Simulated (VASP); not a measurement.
The system is Tl3Zn.

```
Zn Tl
1.0
     4.80099    0.00000    0.00000
     0.00000    4.80099    0.00000
     0.00000    0.00000    4.80099
Zn Tl
1 3
Direct
  0.00000 0.00000 0.00000
  0.50000 0.00000 0.50000
  0.50000 0.50000 0.00000
  0.00000 0.50000 0.50000
```

Base run:

| Property | Result |
| --- | --- |
| Program | VASP 6.6.1 |
| Functional | PBEsol |
| Potentials or basis | VASP PAW PBE potentials, release 64 (Zn, Tl_d) |
| Cutoff | 520 eV |
| k mesh | 4 × 4 × 4 |
| Occupations | methfessel-paxton, width 0.05 eV |
| Spin | no spin polarisation |

Its results: pressure -2.8 GPa.

Question: The run is repeated on the same cell with these changes: k mesh from 4 × 4 × 4 to 2 × 2 × 2. What comes out?

Answer: Pressure -0.8 GPa.

Caveats: some runs use coarse meshes; the PAW data sets were made with another functional, which shifts forces and pressure a little.
